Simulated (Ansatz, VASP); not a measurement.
**One calculation of TaSi2, two programs**

```
CELL_PARAMETERS angstrom
4.78390 0.00000 0.00000
-2.39195 4.14298 0.00000
0.00000 0.00000 6.50430
ATOMIC_POSITIONS crystal
Ta 0.50000 0.00000 0.00000
Ta 0.50000 0.50000 0.66667
Ta 0.00000 0.50000 0.33333
Si 0.15871 0.31743 0.00000
Si 0.84129 0.15871 0.66667
Si 0.68257 0.84129 0.33333
Si 0.84129 0.68257 0.00000
Si 0.15871 0.84129 0.66667
Si 0.31743 0.15871 0.33333
```

Change from the starting cell: z stretched by -1 %, ions relaxed.

Alike in both runs: functional PBE; k mesh 11 × 11 × 7; occupations fermi-dirac, width 0.05 eV; no spin polarisation.

Ansatz relaxed the structure, and its values are those at the end. VASP's run is a single point on that final structure, the one shown.

|  | VASP | Ansatz |
| --- | --- | --- |
| version | VASP 6.6.1 | Ansatz 0.2.0 |
| potentials or method | VASP PAW PBE potentials, release 64 (Ta_pv, Si) | plane-wave PAW, scalar-relativistic |
| plane-wave cutoff (eV) | 520 | 420 |
| valence electrons in the cell | 57 | 63 |

|  | VASP | Ansatz | Ansatz less VASP |
| --- | --- | --- | --- |
| pressure (GPa) | 4.9 | 4.8 | -0.11 |

VASP's potentials hold 57 valence electrons a cell and Ansatz's 63, so a difference there can come from the potentials and not from the codes. Ansatz's warnings: stress scf threshold loose.

Spin-orbit coupling is off throughout.
